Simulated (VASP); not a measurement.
# Rh (P6_3/mmc) in VASP: notebook

Rh is run at these levels: PBEsol; tasks: single point.

All numbers are computed with VASP 6.6.1; they aren't measurements. Logs are shortened: lines on timing, memory, paths and dates and some standing lists are left out, and cuts for length are marked.

## Step 1: The cell of the first run

Symmetry: P6_3/mmc, No. 194, hexagonal system. Conventional cell: a = 2.676 Å, b = 2.676 Å, c = 9.426 Å, α = 90.00°, β = 90.00°, γ = 120.00°. Within 3.5 Å of Rh (site symmetry -3m) lie 12 Rh at 2.68 to 2.82 Å. Within 3.5 Å of Rh (site symmetry -6m2) lie 12 Rh at 2.68 to 2.82 Å.

This isn't the form of Rh at room conditions, which is fcc.

## Step 2: Single point, PBEsol

INCAR reads:

```
  PREC = Accurate
  ENCUT = 520
  EDIFF = 1E-7
  ISMEAR = 0
  SIGMA = 0.15
  LREAL = False
  LASPH = True
  NELM = 100
  ALGO = Fast
  ISIF = 2
  LWAVE = False
  LCHARG = False
  GGA = PS
  NBANDS = 38
```

KPOINTS reads:

```
Automatic mesh
0
Gamma
  18 18 6
```

POSCAR reads:

```
Rh
1.0
    2.6755648908      0.0000000000      0.0000000000
   -1.3377824454      2.3171071649      0.0000000000
    0.0000000000      0.0000000000      9.4257000000
Rh
4
Direct
    0.0000000000      0.0000000000      0.0000000000
    0.3333333333      0.6666666667      0.2500000000
    0.0000000000      0.0000000000      0.5000000000
    0.6666666667      0.3333333333      0.7500000000
```

Potentials or basis: VASP PAW PBE potentials, release 64 (Rh_pv).

The run is started by

```bash
$ cat potpaw_PBE.64/Rh_pv/POTCAR > POTCAR
$ mpirun -np 1 vasp_std > vasp.out
```

OUTCAR:

```text
PREC = Accurate
   ENCUT = 520
   EDIFF = 1E-7
   ISMEAR = 0
   LREAL = False
   LASPH = True
   NELM = 100
   ISIF = 2
   GGA = PS

 ion  position               nearest neighbor table
   1  0.000  0.000  0.000-   2 2.82   4 2.82   2 2.82   4 2.82   4 2.82   2 2.82
   2  0.333  0.667  0.250-   1 2.82   3 2.82   1 2.82   3 2.82   1 2.82   3 2.82
   3  0.000  0.000  0.500-   2 2.82   4 2.82   2 2.82   4 2.82   4 2.82   2 2.82
   4  0.667  0.333  0.750-   1 2.82   3 2.82   1 2.82   3 2.82   1 2.82   3 2.82

  LATTYP: Found a hexagonal cell.
 ALAT       =     2.6755648908
 C/A-ratio  =     3.5228822266

  Lattice vectors:

 A1 = (   2.6755648908,   0.0000000000,   0.0000000000)
 A2 = (  -1.3377824454,   2.3171071649,   0.0000000000)
 A3 = (   0.0000000000,   0.0000000000,   9.4257000000)

Analysis of symmetry for initial positions (statically):
=====================================================================
 Subroutine PRICEL returns:
 Original cell was already a primitive cell.

 Routine SETGRP: Setting up the symmetry group for a
 hexagonal supercell.

 Subroutine GETGRP returns: Found 24 space group operations
 (whereof 12 operations were pure point group operations)
 out of a pool of 24 trial point group operations.

The static configuration has the point symmetry D_3d.
 The point group associated with its full space group is D_6h.

Analysis of symmetry for dynamics (positions and initial velocities):
=====================================================================
 Subroutine PRICEL returns:
 Original cell was already a primitive cell.

 Routine SETGRP: Setting up the symmetry group for a
 hexagonal supercell.

 Subroutine GETGRP returns: Found 24 space group operations
 (whereof 12 operations were pure point group operations)
 out of a pool of 24 trial point group operations.

The dynamic configuration has the point symmetry D_3d.
 The point group associated with its full space group is D_6h.

 Subroutine INISYM returns: Found 24 space group operations
 (whereof 12 operations are pure point group operations),
 and found     1 'primitive' translations

----------------------------------------------------------------------------------------

                                     Primitive cell

  volume of cell :      58.4353

  direct lattice vectors                    reciprocal lattice vectors
     2.675564891  0.000000000  0.000000000     0.373752849  0.215786308  0.000000000
    -1.337782445  2.317107165  0.000000000     0.000000000  0.431572616  0.000000000
     0.000000000  0.000000000  9.425700000     0.000000000  0.000000000  0.106092916

  length of vectors
     2.675564891  2.675564891  9.425700000     0.431572616  0.431572616  0.106092916

  position of ions in fractional coordinates (direct lattice)
     0.000000000  0.000000000  0.000000000
     0.333333333  0.666666667  0.250000000
     0.000000000  0.000000000  0.500000000
     0.666666667  0.333333333  0.750000000

  ion indices of the primitive-cell ions
   primitive index   ion index
                 1           1
                 2           2
                 3           3
                 4           4

----------------------------------------------------------------------------------------

 KPOINTS: Automatic mesh

Automatic generation of k-mesh.
 Grid dimensions read from file:
 generate k-points for:   18   18    6

 Generating k-lattice:

  Cartesian coordinates                     Fractional coordinates (reciprocal lattice)
     0.020764047  0.011988128  0.000000000     0.055555556  0.000000000  0.000000000
     0.000000000  0.023976256  0.000000000     0.000000000  0.055555556  0.000000000
     0.000000000  0.000000000  0.017682153     0.000000000  0.000000000  0.166666667

  Length of vectors
     0.023976256  0.023976256  0.017682153

  Shift w.r.t. Gamma in fractional coordinates (k-lattice)
     0.000000000  0.000000000  0.000000000

 Subroutine IBZKPT returns following result:
 ===========================================

 Found    148 irreducible k-points:

 Following reciprocal coordinates:
            Coordinates               Weight
  0.000000  0.000000  0.000000      1.000000
  0.055556  0.000000  0.000000      6.000000
  0.111111  0.000000  0.000000      6.000000
  0.166667  0.000000  0.000000      6.000000
  0.222222  0.000000  0.000000      6.000000
  0.277778  0.000000  0.000000      6.000000
[... 16 lines left out ...]
  0.333333  0.111111  0.000000     12.000000
  0.388889  0.111111  0.000000     12.000000
 [... further k-points ...]
   k-points           NKPTS =    148   k-points in BZ     NKDIM =    148   number of bands    NBANDS=     38
   number of dos      NEDOS =    301   number of ions     NIONS =      4
   total plane-waves  NPLWV =  28000
   dimension x,y,z NGX =    20 NGY =   20 NGZ =   70
   dimension x,y,z NGXF=    40 NGYF=   40 NGZF=  140
   ions per type =               4
   NGX,Y,Z   is equivalent  to a cutoff of  12.43, 12.43, 12.35 a.u.
   NGXF,Y,Z  is equivalent  to a cutoff of  24.85, 24.85, 24.69 a.u.
 SYSTEM =  unknown system
   PREC   = accura    normal or accurate (medium, high low for compatibility)
   ISTART =      0    job   : 0-new  1-cont  2-samecut
   ICHARG =      2    charge: 1-file 2-atom 10-const
   ISPIN  =      1    spin polarized calculation?
   LNONCOLLINEAR =      F non collinear calculations
   LSORBIT =      F    spin-orbit coupling
   LASPH  =      T    aspherical Exc in radial PAW
   ENCUT  =  520.0 eV  38.22 Ry    6.18 a.u.   4.97  4.97 17.53*2*pi/ulx,y,z
   NELM   =    100;   NELMIN=  2; NELMDL= -5     # of ELM steps
   EDIFF  = 0.1E-06   stopping-criterion for ELM
   LREAL  =      F    real-space projection
   EDIFFG = 0.1E-05   stopping-criterion for IOM
   NSW    =      0    number of steps for IOM
   IBRION =     -1    ionic relax: 0-MD 1-quasi-New 2-CG
   NFREE  =      0    steps in history (QN), initial steepest desc. (CG)
   ISIF   =      2    stress and relaxation
   ISYM   =      2    0-nonsym 1-usesym 2-fastsym
   POTIM  = 0.5000    time-step for ionic-motion
   TEBEG  =    0.0;   TEEND  =   0.0 temperature during run
   PSTRESS=    0.0 pullay stress
   NELECT =      60.0000    total number of electrons
   NUPDOWN=      -1.0000    fix difference up-down
   EMIN   =  10.00;   EMAX   =-10.00  energy-range for DOS
   EFERMI =   0.00;   METHOD = LEGACY
   ISMEAR =     0;   SIGMA  =   0.15  broadening in eV -4-tet -1-fermi 0-gaus
   EFERMI_NEDOS =   21; number of points for ismear=-14 and -15
   IALGO  =     68    algorithm
   IMIX   =      4    mixing-type and parameters
     AMIX     =   0.40;   BMIX     =  1.00
     AMIX_MAG =   1.60;   BMIX_MAG =  1.00
  volume/ion in A,a.u.               =      14.61        98.59
  Fermi-wavevector in a.u.,A,eV,Ry     =   1.651582  3.121038 37.112932  2.727724
  Thomas-Fermi vector in A             =   2.740337
   LORBIT       =      0    0 simple, 1 ext, 2 COOP (PROOUT), +10 PAW based schemes
   GGA     = PS    functional components
   LHFCALC =     F    Hartree Fock is set to
   AEXX    =    0.0000 exact exchange contribution
   IVDW    =     0    specifies the selected vdW correction
   LEPSILON=     F    determine dielectric tensor
   LRPA    =     F    only Hartree local field effects (RPA)
 non-spin polarized calculation
 RMM-DIIS sequential band-by-band and
 Gauss-broadening in eV      SIGMA  =   0.15
  energy-cutoff  :      520.00
  volume of cell :       58.44
 maximum number of plane-waves:      1617
 NGX is ok and might be reduce to    20
   NGX =  9   NGY =  9   NGZ = 35

 number of electron      60.0000013 magnetization

 Free energy of the ion-electron system (eV)
  ---------------------------------------------------
  ext. energy  EPLUGINS =         0.00000000
  ---------------------------------------------------
  free energy    TOTEN  =       -32.03700492 eV

  energy without entropy =      -31.96566643  energy(sigma->0) =      -32.00133568

 E-fermi :  10.6734     XC(G=0): -13.8234

 val. band max:       10.6695372065   @ k =   0.3889   0.1111   0.1667
 cond. band min:      10.6741471144   @ k =   0.3333   0.0000   0.0000
 fundamental gap:      0.0046099079
 Fermi energy:        10.6734346604

 k-point     1 :       0.0000    0.0000    0.0000
  band No.  band energies     occupation
      1     -36.0257      2.00000
      2     -35.7933      2.00000
      3     -35.7836      2.00000
      4     -35.5901      2.00000
      5     -35.5901      2.00000
      6     -35.5673      2.00000
[... 30 lines left out ...]
     37      17.5649      0.00000
     38      23.7172      0.00000

 k-point     2 :       0.0556    0.0000    0.0000
  band No.  band energies     occupation
      1     -36.0200      2.00000
      2     -35.7930      2.00000
      3     -35.7835      2.00000
      4     -35.6081      2.00000
      5     -35.5952      2.00000
      6     -35.5830      2.00000
[... 30 lines left out ...]
     37      17.5560      0.00000
     38      23.7982      0.00000

 k-point     3 :       0.1111    0.0000    0.0000
  band No.  band energies     occupation
      1     -36.0034      2.00000
      2     -35.7945      2.00000
      3     -35.7862      2.00000
      4     -35.6590      2.00000
      5     -35.6268      2.00000
      6     -35.6190      2.00000
[... 30 lines left out ...]
     37      17.5347      0.00000
     38      24.0850      0.00000

 k-point     4 :       0.1667    0.0000    0.0000
  band No.  band energies     occupation
      1     -35.9773      2.00000
      2     -35.8096      2.00000
      3     -35.8066      2.00000
      4     -35.7348      2.00000
      5     -35.6950      2.00000
      6     -35.6719      2.00000
[... 30 lines left out ...]
     37      17.5177      0.00000
     38      24.4311      0.00000
[... 703 lines left out ...]
      4     -35.9901      2.00000
      5     -35.8502      2.00000
      6     -35.7449      2.00000
[... 30 lines left out ...]
     37      18.3246      0.00000
     38      21.5598      0.00000

 k-point    23 :       0.3333    0.1111    0.0000
  band No.  band energies     occupation
      1     -36.1160      2.00000
      2     -36.0963      2.00000
      3     -36.0725      2.00000
      4     -36.0517      2.00000
      5     -35.8118      2.00000
      6     -35.7692      2.00000
[... 30 lines left out ...]
     37      19.3200      0.00000
     38      20.1234      0.00000

 k-point    24 :       0.3889    0.1111    0.0000
  band No.  band energies     occupation
      1     -36.1600      2.00000
      2     -36.1374      2.00000
      3     -36.1151      2.00000
      4     -36.0913      2.00000
      5     -35.7859      2.00000
      6     -35.7803      2.00000
[... 30 lines left out ...]
     37      19.6736      0.00000
     38      19.8029      0.00000

 [... further k-points ...]

------------------------ aborting loop because EDIFF is reached ----------------------------------------

  FORCE on cell =-STRESS in cart. coord.  units (eV):
  Direction    XX          YY          ZZ          XY          YZ          ZX
  --------------------------------------------------------------------------------------
  -------------------------------------------------------------------------------------
  Total       -3.5721541     -3.5721541    -11.2070157      0.0000000      0.0000000      0.0000000
  in kB      -97.9412294    -97.9412294   -307.2736665      0.0000000      0.0000000      0.0000000
  external PRESSURE =    -167.7187085 kB  Pullay stress =       0.0000000 kB

 VOLUME and BASIS-vectors are now :
 -----------------------------------------------------------------------------
  energy-cutoff  :      520.00
  volume of cell :       58.44
      direct lattice vectors                 reciprocal lattice vectors
     2.675564891  0.000000000  0.000000000     0.373752849  0.215786308  0.000000000
    -1.337782445  2.317107165  0.000000000     0.000000000  0.431572616  0.000000000
     0.000000000  0.000000000  9.425700000     0.000000000  0.000000000  0.106092916

 POSITION                                       TOTAL-FORCE (eV/Angst)
 -----------------------------------------------------------------------------------
      0.00000      0.00000      0.00000         0.000000      0.000000      0.000000
     -0.00000      1.54474      2.35643        -0.000000      0.000000     -0.000000
      0.00000      0.00000      4.71285         0.000000      0.000000      0.000000
      1.33778      0.77237      7.06928         0.000000     -0.000000      0.000000
 -----------------------------------------------------------------------------------
    total drift:                                0.000000     -0.000000      0.000000

  FREE ENERGIE OF THE ION-ELECTRON SYSTEM (eV)
  ---------------------------------------------------
  free  energy   TOTEN  =       -32.0370049209 eV

  energy  without entropy=      -31.9656664315  energy(sigma->0) =      -32.00133568
```

Run time: 7.5 min. Hardware: 1 thread of Intel Xeon 8259CL, shared host; peak memory 0.34 GiB.

What came out:

- Free energy: -32.0370 eV
- Pressure: -16.8 GPa
- Band gap on the k mesh: zero (bands 30 and 31 overlap by 1.92 eV)

Levels at points of the mesh, in eV from the Fermi level:
| k point | band 27 | band 28 | band 29 | band 30 | band 31 | band 32 | band 33 | band 34 |
| --- | --- | --- | --- | --- | --- | --- | --- | --- |
| (0.00, 0.00, 0.00) | -2.45 | -0.98 | -0.98 | -0.47 | -0.47 | -0.24 | -0.24 | 0.06 |
| (0.50, 0.00, 0.00) | 0.41 | 0.73 | 0.84 | 0.91 | 0.94 | 1.00 | 1.43 | 2.30 |
| (0.00, 0.00, 0.50) | -1.50 | -1.50 | -0.79 | -0.79 | -0.79 | -0.79 | 0.13 | 0.13 |
| (0.50, 0.00, 0.50) | -0.11 | -0.11 | 0.86 | 0.86 | 0.98 | 0.98 | 2.80 | 2.80 |

Caveat: the cell stands under tension; the PAW data sets were made with another functional, which shifts forces and pressure a little.

## Step 3: Single point, PBEsol

This run uses another cell than the first one, of 14.73 Å³/atom.

INCAR reads:

```
ALGO = Fast ; EDIFF = 1E-7
ENCUT = 520 ; GGA = PS
ISIF = 2 ; ISMEAR = 0
LASPH = True ; LCHARG = False
LREAL = False ; LWAVE = False
NBANDS = 38 ; NELM = 100
PREC = Accurate ; SIGMA = 0.15
```

KPOINTS reads:

```
k-points
0
Gamma
  18 18 6
```

POSCAR reads:

```
Rh
1.0
    2.7558000000      0.0000000000      0.0000000000
   -1.3779000000      2.3865928077      0.0000000000
    0.0000000000      0.0000000000      8.9602000000
Rh
4
Direct
    0.0000000000      0.0000000000      0.0000000000
    0.3333333333      0.6666666667      0.2500000000
    0.0000000000      0.0000000000      0.5000000000
    0.6666666667      0.3333333333      0.7500000000
```

Potentials or basis: VASP PAW PBE potentials, release 64 (Rh_pv).

The run is started by

```bash
$ cat potpaw_PBE.64/Rh_pv/POTCAR > POTCAR
$ mpirun -np 1 vasp_std > vasp.out
```

Wall time 6.8 min (1 thread of Intel Xeon 8259CL, shared host); peak memory 0.34 GiB.

It converged, with:

- Free energy: -32.1747 eV
- Pressure: -20.1 GPa
- Band gap on the k mesh: zero (bands 30 and 31 overlap by 1.78 eV)

Stress tensor (GPa, compression positive):
```
-20.33   0.00   0.00
  0.00 -20.33   0.00
  0.00   0.00 -19.71
```

Levels at points of the mesh, in eV from the Fermi level:
```csv
k point,band 26,band 27,band 28,band 29,band 30,band 31,band 32,band 33,band 34,band 35
"(0.00, 0.00, 0.00)",-2.38,-2.38,-1.31,-1.31,-0.78,-0.78,-0.32,-0.32,0.38,0.38
"(0.50, 0.00, 0.00)",0.47,0.47,0.53,0.56,0.72,0.73,0.76,1.20,2.18,3.99
"(0.00, 0.00, 0.50)",-2.59,-1.03,-1.03,-1.03,-1.03,-1.03,-1.03,0.06,0.06,0.06
"(0.50, 0.00, 0.50)",-0.91,-0.10,-0.10,0.50,0.50,0.70,0.70,2.65,2.65,3.97
```

Caveat: the cell stands under tension; the PAW data sets were made with another functional, which shifts forces and pressure a little.
